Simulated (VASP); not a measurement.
Here is a VASP 6.6.1 calculation.

INCAR

```
ALGO = Fast
EDIFF = 1E-7
ENCUT = 520
GGA = PE
ISIF = 2
ISMEAR = 0
LASPH = True
LCHARG = True
LELF = True
LREAL = False
LVHAR = True
LWAVE = False
NBANDS = 10
NELM = 60
PREC = Accurate
SIGMA = 0.15
```

The input KPOINTS:

```
k-points
0
Gamma
  20 20 12
```

The input POSCAR:

```
Al
1.0
   -1.6822106497      1.6822106497      1.6175102401
    1.6822106497     -1.6822106497      1.6175102401
    3.3644212993      3.3644212993      0.0000000000
Al
2
Direct
    0.0390818832     -0.0390818832      0.0000000000
    0.4609181168      0.5390818832      0.5000000000
```

Potentials or basis: VASP PAW PBE potentials, release 64 (Al).

Command:

```console
$ cat potpaw_PBE.64/Al/POTCAR > POTCAR
$ mpirun -np 1 vasp_std > vasp.out
```

Problem. Estimate the band gap on the k mesh.

Solution. Zero (band 3 reaches 11.46 eV, above the bottom of band 4 at 3.37 eV).

Problem. Predict the pressure.

Solution. -4.8 GPa.

Forces on the atoms (eV/Å):
```
Al  -0.097  0.097  0.000
Al   0.097 -0.097  0.000
```
